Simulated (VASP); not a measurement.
MgO, 6 atoms in the cell. The structure is orthorhombic, space group Pmmm (No. 47). Conventional cell: a = 2.821 Å, b = 3.185 Å, c = 7.358 Å, α = 90.00°, β = 90.00°, γ = 90.00°. Within 2.5 Å of Mg (site symmetry mm2) lie 4 O at 1.91 to 1.93 Å. Within 2.6 Å of Mg (site symmetry mmm) lie 4 O at 1.93 Å. Within 2.5 Å of O (site symmetry mm2) lie 4 Mg at 1.91 to 1.93 Å. O (site symmetry mmm) has 4 Mg at 1.93 Å within 2.6 Å. 

* Program: VASP 6.6.1
* Task: single point
* Functional: PBE
* Potentials or basis: VASP PAW PBE potentials, release 64 (Mg, O)
* Cutoff: 520 eV
* k mesh: 6 × 6 × 4
* Occupations: gaussian, width 0.1 eV
* Spin: no spin polarisation
* Dipole correction: no
* Further INCAR settings: ALGO = Normal; EDIFF = 1e-07; NBANDS = 21

Potentials or basis: VASP PAW PBE potentials, release 64 (Mg, O).

Launch:

```sh
$ cat potpaw_PBE.64/Mg/POTCAR potpaw_PBE.64/O/POTCAR > POTCAR
$ mpirun -np 1 vasp_std > vasp.out
```

Hardware: 1 thread of Intel(R) Xeon(R) Platinum 8488C (Sapphire Rapids), with other jobs on the host.

Task: How long does it take, and how much memory?

Result: It took 33 s on 1 thread of Intel(R) Xeon(R) Platinum 8488C (Sapphire Rapids), with other jobs on the host, peak memory 0.2 GiB. Counts: scf iterations 15, k points 48.
